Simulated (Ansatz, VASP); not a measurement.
**Mg: VASP beside Ansatz**

Contents of INCAR:

```
SYSTEM = Mg
PREC = Accurate ; ENCUT = 520
EDIFF = 1E-6 ; ISMEAR = -1
SIGMA = 0.1 ; LREAL = .False.
LASPH = .True. ; NELM = 80
ALGO = Normal ; ISIF = 2
LWAVE = .False. ; LCHARG = .False.
GGA = PS ; NBANDS = 7
```

File KPOINTS:

```
Automatic mesh
0
Gamma
  13 13 11
  0 0 0
```

POSCAR

```
Mg
1.0
    3.0503000000      0.0000000000      0.0000000000
   -1.5251500000      2.6416370000      0.0000000000
    0.0000000000      0.0000000000      3.0448380000
Mg
1
Direct
    0.0000000000      0.0000000000      0.0000000000
```

Input for Ansatz:

```yaml
crystal:
  lattice:
    - [3.0503, 0.0, 0.0]
    - [-1.52515, 2.641637, 0.0]
    - [0.0, 0.0, 3.044838]
  atoms:
    - { symbol: Mg, position: [0.0, 0.0, 0.0] }
kpoints:
  mp_grid:
    grid: [13, 13, 11]
    shift: [0.0, 0.0, 0.0]
hamiltonian:
  xc: pbesol
  pseudopotentials:
    kind: paw
scf:
  occupations:
    method: fermi_dirac
    width: 0.1
output:
  forces: true
  stress: true
  eigenvalues: true
```

Alike in both runs: task single point; functional PBEsol; k mesh 13 × 13 × 11; occupations fermi-dirac, width 0.1 eV; no spin polarisation.

|  | VASP | Ansatz |
| --- | --- | --- |
| version | VASP 6.6.1 | Ansatz 0.2.0 |
| potentials or method | VASP PAW PBE potentials, release 64 (Mg) | plane waves, PAW |
| plane-wave cutoff (eV) | 520 | 420 |
| valence electrons in the cell | 2 | 10 |

Ansatz gave:

```
gap on the k mesh at the Fermi level (eV)                     : none
pressure (GPa)                                                : 0.7
traceless stress, the component that is largest in VASP (GPa) : -0.70
```

What did VASP give for the same quantities?

gap on the k mesh at the Fermi level (eV): none; pressure (GPa): 0.6; traceless stress, the component that is largest in VASP (GPa): -0.70.

VASP's potentials were made for PBE, not for PBEsol. A gap of «none» marks a metal or a gap that the smearing closes. VASP's potentials hold 2 valence electrons a cell and Ansatz's 10, so a difference there can come from the potentials and not from the codes.
